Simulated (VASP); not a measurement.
A run of VASP 6.6.1 is set up as follows.

Contents of INCAR:

```
SYSTEM = Ga
ALGO = Normal
EDIFF = 1E-6
ENCUT = 520
GGA = PE
ISIF = 2
ISMEAR = -1
LASPH = .True.
LCHARG = .True.
LELF = .True.
LREAL = .False.
LVHAR = .True.
LWAVE = .False.
NBANDS = 12
NELM = 60
PREC = Accurate
SIGMA = 0.05
```

File KPOINTS:

```
k-points
0
Gamma
  14 14 14
  0 0 0
```

POSCAR

```
Ga
1.0
    2.3914885612      0.0000000000      0.0000000000
    0.0000000000      2.3914885612      0.0000000000
    0.0000000000      0.0000000000      2.3914885612
Ga
1
Direct
    0.0000000000      0.0000000000      0.0000000000
```

Potentials or basis: VASP PAW PBE potentials, release 64 (Ga_d).

The run is started by

```console
$ cat potpaw_PBE.64/Ga_d/POTCAR > POTCAR
$ mpirun -np 1 vasp_std > vasp.out
```

Q: Estimate the pressure.

A: 46.6 GPa.
